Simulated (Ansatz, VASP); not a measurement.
**Two plane-wave programs on TiCo**

```
Ti Co
1.0
     2.94833    0.00000    0.00000
     0.00000    2.94833    0.00000
     0.00000    0.00000    2.94833
Ti Co
1 1
Direct
  0.00000 0.00000 0.00000
  0.50000 0.50000 0.50000
```

Alike in both runs: task single point; functional r2SCAN; k mesh 12 × 12 × 12; occupations gaussian, width 0.05 eV; collinear spin.

```csv
,VASP,Ansatz
version,VASP 6.6.1,Ansatz 0.2.0
potentials or method,"VASP PAW PBE potentials, release 64 (Ti_sv, Co), cutoff 520 eV","scalar-relativistic, plane waves, PAW"
valence electrons in the cell,21,29
```

Ansatz gave:

```
gap on the k mesh at the Fermi level (eV)                     : none
pressure (GPa)                                                : 7.0
net moment per atom (μB)                                      : 0.45
size of the moment on the site where the two differ most (μB) : 1.32
```

Question: Which values does VASP return?

Answer: gap on the k mesh at the Fermi level (eV): none; pressure (GPa): 7.3; net moment per atom (μB): 0.45; size of the moment on the site where the two differ most (μB): 1.29.

VASP's potentials were made for PBE, not for r2SCAN. Site moments also hang on the region over which each program counts them. A gap of «none» marks a metal or a gap that the smearing closes. VASP's potentials hold 21 valence electrons a cell and Ansatz's 29, so a difference there can come from the potentials and not from the codes. Ansatz's warnings: stability check not made.
